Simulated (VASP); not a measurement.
As, 3 atoms in the cell. It takes space group P6/mmm (No. 191, hexagonal). The conventional cell has a = 4.694 Å, b = 4.694 Å, c = 2.877 Å, α = 90.00°, β = 90.00°, γ = 120.00°. Within 3.8 Å of As (site symmetry 6/mmm) lie 14 As at 2.88 to 3.07 Å. As (site symmetry -6m2) has 11 As at 2.71 to 3.07 Å within 3.6 Å. 

| Property | Result |
| --- | --- |
| Program | VASP 6.6.1 |
| Task | relaxation of cell and atoms |
| Functional | LDA |
| Potentials or basis | VASP PAW LDA potentials, release 64 (As) |
| Cutoff | 600 eV |
| k mesh | 8 × 8 × 11 |
| Occupations | fermi-dirac, width 0.1 eV |
| Spin | no spin polarisation |
| Dipole correction | no |
| Further INCAR settings | ALGO = Normal; EDIFF = 1e-06; IBRION = 2; EDIFFG = -0.01; NSW = 80; ISIF = 3 |

Potentials or basis: VASP PAW LDA potentials, release 64 (As).

The run is started by

```sh
$ cat potpaw_LDA.64/As/POTCAR > POTCAR
$ mpirun -np 1 vasp_std > vasp.out
```

Hardware: 1 thread of Intel(R) Xeon(R) Platinum 8559C (Emerald Rapids) (shared host).

How long does it take, and how much memory?

It took 56 s on 1 thread of Intel(R) Xeon(R) Platinum 8559C (Emerald Rapids) (shared host), peak memory 0.18 GiB. Counts: scf iterations 34, k points 60, ion steps 6.
